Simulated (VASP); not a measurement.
# SiC (I-4m2) in VASP: a series of runs, part 2 of 2

VASP 6.6.1. The steps go on from the part before.

## Step 3: Single point, r2SCAN

This run uses another cell than the first one, of the same volume but with other edges.

Contents of POSCAR:

```
SiC
1.0
    0.0000000000      1.9406042618      2.7440144261
    1.9406042618      0.0000000000      2.7440144261
    1.9406042618      1.9406042618      0.0000000000
Si C
1 1
Direct
    0.0000000000      0.0000000000      0.0000000000
    0.7500000000      0.7500000000      0.7500000000
```

Contents of INCAR.step1:

```
SYSTEM = SiC
ALGO = Normal ; EDIFF = 1E-4
ENCUT = 520 ; GGA = PE
ISMEAR = 0 ; LASPH = .TRUE.
LCHARG = .FALSE. ; LREAL = .FALSE.
LWAVE = .TRUE. ; NBANDS = 11
NELM = 100 ; PREC = Accurate
SIGMA = 0.05
```

Contents of INCAR.step2:

```
SYSTEM = SiC
ALGO = Normal ; EDIFF = 1E-6
ENCUT = 520 ; ISIF = 2
ISMEAR = 0 ; ISTART = 1
LASPH = .TRUE. ; LCHARG = .TRUE.
LELF = .TRUE. ; LMIXTAU = .TRUE.
LREAL = .FALSE. ; LVHAR = .TRUE.
LWAVE = .FALSE. ; METAGGA = R2SCAN
NBANDS = 11 ; NELM = 100
PREC = Accurate ; SIGMA = 0.05
```

Contents of KPOINTS:

```
k-points
0
G
  12 12 12
  0 0 0
```

Potentials or basis: VASP PAW PBE potentials, release 64 (Si, C).

Launch:

```sh
cat potpaw_PBE.64/Si/POTCAR potpaw_PBE.64/C/POTCAR > POTCAR
cp INCAR.step1 INCAR
mpirun -np 1 vasp_std > vasp.out
cp INCAR.step2 INCAR
mpirun -np 1 vasp_std > vasp.out
```

Run time: 80 s. Hardware: 1 thread of Intel Xeon Platinum 8559C (Emerald Rapids), shared host; peak memory 0.16 GiB.

The run converged. Its results:

| Item | Value |
| --- | --- |
| Free energy | -17.2025 eV |
| Pressure | -2.7 GPa |
| Band gap on the k mesh | zero (band 4 reaches 10.19 eV, above the bottom of band 5 at 9.34 eV) |

Stress tensor (GPa, compression positive):
```
  47.40    0.00    0.00
   0.00   47.40    0.00
   0.00    0.00 -103.05
```

Levels at points of the mesh, in eV from the Fermi level:
```
           k point  band 1  band 2  band 3  band 4  band 5  band 6  band 7  band 8
(0.00, 0.00, 0.00)  -17.98   -4.25   -0.14   -0.14    1.74    6.14    6.43    6.43
(0.50, 0.00, 0.00)  -14.00  -10.49   -5.13   -0.47    0.02    8.40    9.02    9.73
(0.50, 0.50, 0.00)  -14.35  -12.68   -2.00   -2.00    2.74    7.31    9.66   13.29
(0.50, 0.00, 0.50)  -11.61   -8.09   -6.17   -5.31   -0.59    1.27    6.96   11.20
```

Caveat: the PAW data sets were made with another functional, which shifts forces and pressure a little.

## Step 4: Single point, r2SCAN

This run uses another cell than the first one, of the same volume but with other edges.

Contents of POSCAR:

```
SiC
1.0
    0.0000000000      2.2993961969      1.9544867673
    2.2993961969      0.0000000000      1.9544867673
    2.2993961969      2.2993961969      0.0000000000
Si C
1 1
Direct
    0.0000000000      0.0000000000      0.0000000000
    0.7500000000      0.7500000000      0.7500000000
```

Contents of INCAR.step1:

```
ALGO     = Normal         # electronic algorithm
EDIFF    = 1E-4           # SCF threshold, eV
ENCUT    = 520            # plane-wave cutoff, eV
GGA      = PE             # functional
ISMEAR   = 0              # smearing method
LASPH    = True           # aspherical terms in the spheres
LCHARG   = False          # write CHGCAR
LREAL    = False          # projectors in reciprocal space
LWAVE    = True           # write WAVECAR
NBANDS   = 11             # bands
NELM     = 60             # most SCF steps
PREC     = Accurate       # precision mode
SIGMA    = 0.05           # smearing width, eV
```

Contents of INCAR.step2:

```
ALGO     = Normal         # electronic algorithm
EDIFF    = 1E-6           # SCF threshold, eV
ENCUT    = 520            # plane-wave cutoff, eV
ISIF     = 2              # what is computed and relaxed
ISMEAR   = 0              # smearing method
ISTART   = 1            
LASPH    = True           # aspherical terms in the spheres
LCHARG   = False          # write CHGCAR
LMIXTAU  = True         
LREAL    = False          # projectors in reciprocal space
LWAVE    = False          # write WAVECAR
METAGGA  = R2SCAN         # meta-GGA
NBANDS   = 11             # bands
NELM     = 60             # most SCF steps
PREC     = Accurate       # precision mode
SIGMA    = 0.05           # smearing width, eV
```

Contents of KPOINTS:

```
k-points
0
Gamma
  12 12 12
```

Potentials or basis: VASP PAW PBE potentials, release 64 (Si, C).

Launch:

```sh
cat potpaw_PBE.64/Si/POTCAR potpaw_PBE.64/C/POTCAR > POTCAR
cp INCAR.step1 INCAR
mpirun -np 1 vasp_std > vasp.out
cp INCAR.step2 INCAR
mpirun -np 1 vasp_std > vasp.out
```

OUTCAR:

```text
EDIFF = 1E-6
   ENCUT = 520
   ISIF = 2
   ISMEAR = 0
   ISTART = 1
   LASPH = True
   LREAL = False
   METAGGA = R2SCAN
   NELM = 60
   PREC = Accurate

 ion  position               nearest neighbor table
   1  0.000  0.000  0.000-   2 1.90   2 1.90   2 1.90   2 1.90
   2  0.750  0.750  0.750-   1 1.90   1 1.90   1 1.90   1 1.90

  LATTYP: Found a body centered tetragonal cell.
 ALAT       =     3.2518372869
 C/A-ratio  =     1.2020815280

  Lattice vectors:
[... 512 lines left out ...]
      3       5.4421      2.00000
      4       5.9292      2.00000
      5      12.5886      0.00000
      6      16.3441      0.00000
      7      16.7615      0.00000
      8      19.9998      0.00000
      9      23.1268      0.00000
     10      25.0386      0.00000
     11      28.5463      0.00000

 [... further k-points ...]
[... 5 lines left out ...]
  --------------------------------------------------------------------------------------
  -------------------------------------------------------------------------------------
  Total       -1.7134048     -1.7134048      2.5461849      0.0000000      0.0000000      0.0000000
  in kB     -132.8251168   -132.8251168    197.3831946      0.0000000      0.0000000      0.0000000
  external PRESSURE =     -22.7556796 kB  Pullay stress =       0.0000000 kB

 VOLUME and BASIS-vectors are now :
 -----------------------------------------------------------------------------
  energy-cutoff  :      520.00
  volume of cell :       20.67
      direct lattice vectors                 reciprocal lattice vectors
     0.000000000  2.299396197  1.954486767    -0.217448390  0.217448390  0.255821635
     2.299396197  0.000000000  1.954486767     0.217448390 -0.217448390  0.255821635
     2.299396197  2.299396197  0.000000000     0.217448390  0.217448390 -0.255821635

 POSITION                                       TOTAL-FORCE (eV/Angst)
 -----------------------------------------------------------------------------------
      0.00000      0.00000      0.00000        -0.000000     -0.000000      0.000000
      3.44909      3.44909      2.93173         0.000000      0.000000     -0.000000
 -----------------------------------------------------------------------------------
    total drift:                                0.000000      0.000000     -0.000000

  FREE ENERGIE OF THE ION-ELECTRON SYSTEM (eV)
  ---------------------------------------------------
  free  energy   TOTEN  =       -19.0704973979 eV

  energy  without entropy=      -19.0704973878  energy(sigma->0) =      -19.07049739
```

It took 45 s on 1 thread of Intel Xeon Platinum 8559C (Emerald Rapids), shared host; peak memory 0.16 GiB.

Results:

```
Free energy            : -19.0705 eV
Pressure               : -2.3 GPa
Band gap on the k mesh : 0.28 eV, indirect (least direct gap 4.95 eV)
```

Stress tensor (GPa, compression positive):
```
-13.28   0.00   0.00
  0.00 -13.28   0.00
  0.00   0.00  19.74
```

Caveat: the PAW data sets were made with another functional, which shifts forces and pressure a little. A k mesh can miss the band edges.

## Step 5: The runs side by side

```tsv
cell	gap on the mesh (eV)	pressure (GPa)
a = 2.994, b = 2.994, c = 3.458 Å, angles 54.7, 54.7, 70.5°, 2 atoms	none	-9.1
a = 3.361, b = 3.361, c = 2.744 Å, angles 65.9, 65.9, 48.2°, 2 atoms	none	-2.7
a = 3.018, b = 3.018, c = 3.252 Å, angles 57.4, 57.4, 65.2°, 2 atoms	0.28	-2.3
```

Alike in all rows: task single point; level r2SCAN; potentials or basis VASP PAW PBE potentials, release 64 (Si, C); no spin polarisation; k mesh 12 × 12 × 12; cutoff (eV) 520; smearing gaussian 0.05 eV.

Caveats: the PAW data sets were made with another functional, which shifts forces and pressure a little.

Absolute energies hang on the potentials; compare differences alone.
